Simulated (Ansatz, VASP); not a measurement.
# BN: VASP beside Ansatz

INCAR

```
PREC = Accurate
ENCUT = 600
EDIFF = 1E-6
ISMEAR = 0
SIGMA = 0.01
LREAL = False
LASPH = True
NELM = 120
ALGO = Normal
ISIF = 2
LWAVE = False
LCHARG = True
GGA = PE
LELF = True
LVHAR = True
NBANDS = 11
GGA_COMPAT = False
```

The input KPOINTS:

```
regular mesh
0
Gamma
  12 12 12
```

File POSCAR:

```
BN
1.0
    0.0000000000      1.8123266322      1.8123266322
    1.8123266322      0.0000000000      1.8123266322
    1.8123266322      1.8123266322      0.0000000000
B N
1 1
Direct
    0.0000000000      0.0000000000      0.0000000000
    0.7500000000      0.7500000000      0.7500000000
```

Input for Ansatz:

```yaml
crystal:
  lattice:
    - [0.0, 1.8123266322, 1.8123266322]
    - [1.8123266322, 0.0, 1.8123266322]
    - [1.8123266322, 1.8123266322, 0.0]
  atoms:
    - { symbol: B, position: [0.0, 0.0, 0.0] }
    - { symbol: "N", position: [0.75, 0.75, 0.75] }
basis:
  ecutwfc: 420
  xc_grid: 2
kpoints:
  mp_grid: { grid: [12, 12, 12] }
  band_path: { path: [VBM, CBM], npoints: 2 }
hamiltonian:
  xc: pbe
scf:
  occupations: { method: gaussian, width: 0.01 }
output:
  forces: true
  stress: true
  eigenvalues: true
```

Alike in both runs: task single point; functional PBE; k mesh 12 × 12 × 12; occupations gaussian, width 0.01 eV; no spin polarisation.

|  | VASP | Ansatz |
| --- | --- | --- |
| version | VASP 6.6.1 | Ansatz 0.2.0 |
| potentials or method | VASP PAW PBE potentials, release 64 (B, N), cutoff 600 eV | scalar-relativistic, plane waves, PAW |
| valence electrons in the cell | 8 | 8 |

|  | VASP | Ansatz | Ansatz less VASP |
| --- | --- | --- | --- |
| gap on the k mesh at the Fermi level (eV) | 4.45 | 4.46 | +0.012 |
| least direct gap on the mesh (eV) | 8.78 | 8.79 | +0.011 |
| pressure (GPa) | 0.0 | 0.0 | +0.02 |
